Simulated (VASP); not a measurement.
PbS: single point with PBE

PbS, a slab with vacuum:

```
Pb S
1.0
     2.90002   -2.85002    0.02535
     2.91846    2.86872    0.02929
    -0.95979    0.00453   11.73064
Pb S
2 2
Cartesian
  3.9228 0.0030 7.5323
  0.9465 -0.0131 4.2604
  0.9728 0.0260 7.0522
  3.8752 0.0306 4.7257
```

This cell differs from its parent crystal: atoms moved at random and the cell strained at random.

```
Program             : VASP 6.6.1
Task                : single point
Functional          : PBE
Potentials or basis : VASP PAW PBE potentials, release 64 (Pb_d, S)
Cutoff              : 500 eV
k mesh              : 8 × 8 × 4
Occupations         : gaussian, width 0.02 eV
Spin                : no spin polarisation
```

```
Largest force          : 0.456 eV/Å
Band gap on the k mesh : 1.00 eV (least direct gap 1.08 eV)
```

Forces in eV/Å, atoms in the order of the input:
```
Pb  -0.033  0.030 -0.453
Pb   0.023  0.033  0.387
S   -0.007 -0.038 -0.161
S    0.017 -0.024  0.227
```

Levels at points of the mesh, in eV from the valence-band top:
```
           k point  band 18  band 19  band 20  band 21  band 22  band 23
(0.00, 0.00, 0.00)    -1.67    -1.50    -0.08     1.13     2.78     4.88
(0.50, 0.00, 0.00)    -1.09    -0.40    -0.35     1.97     2.01     3.07
(0.00, 0.50, 0.00)    -1.06    -0.38    -0.32     2.05     2.07     3.13
(0.50, 0.50, 0.00)    -3.18    -1.66    -1.53     3.43     3.61     4.48
(0.00, 0.00, 0.50)    -1.67    -1.50    -0.08     1.00     3.55     4.15
(0.50, 0.00, 0.50)    -1.09    -0.41    -0.35     1.96     2.01     3.06
(0.00, 0.50, 0.50)    -1.06    -0.38    -0.32     2.04     2.07     3.07
(0.50, 0.50, 0.50)    -3.18    -1.66    -1.53     3.43     3.58     4.49
```

Run time: 5.3 min on 1 thread of Intel(R) Xeon(R) 6975P-C (Granite Rapids) (shared host), peak memory 0.66 GiB.

Caveat: the cell differs from its parent crystal (atoms moved at random and the cell strained at random); spin-orbit coupling is left out, which moves the levels of the heavy elements.
